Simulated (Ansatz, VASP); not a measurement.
## Lu in VASP and in Ansatz

```
Lu
1.0
     3.51805    0.00000    0.00000
    -1.75903    3.04672    0.00000
     0.00000    0.00000    5.44608
Lu
2
Direct
  0.33333 0.66667 0.25000
  0.66667 0.33333 0.75000
```

Alike in both runs: task electric field gradients; functional r2SCAN; k mesh 12 × 12 × 7; occupations fermi-dirac, width 0.03 eV; no spin polarisation.

```csv
,VASP,Ansatz
version,VASP 6.6.1,Ansatz 0.2.0
potentials or method,"VASP PAW PBE potentials, release 64 (Lu), cutoff 520 eV","all-electron PAW with datasets made for the crystal, scalar-relativistic"
```

```tsv
	VASP	Ansatz	Ansatz less VASP
pressure (GPa)	0.0	-0.3	-0.32
traceless stress, the component that is largest in VASP (GPa)	0.35	0.28	-0.075
size of Vzz on the site where it differs most (V/Å²)	84.3	76.2	-8.09
```

VASP's potentials were made for PBE, not for r2SCAN. Ansatz ran all-electron here, and VASP with PAW potentials.

Neither program's run includes spin-orbit coupling.
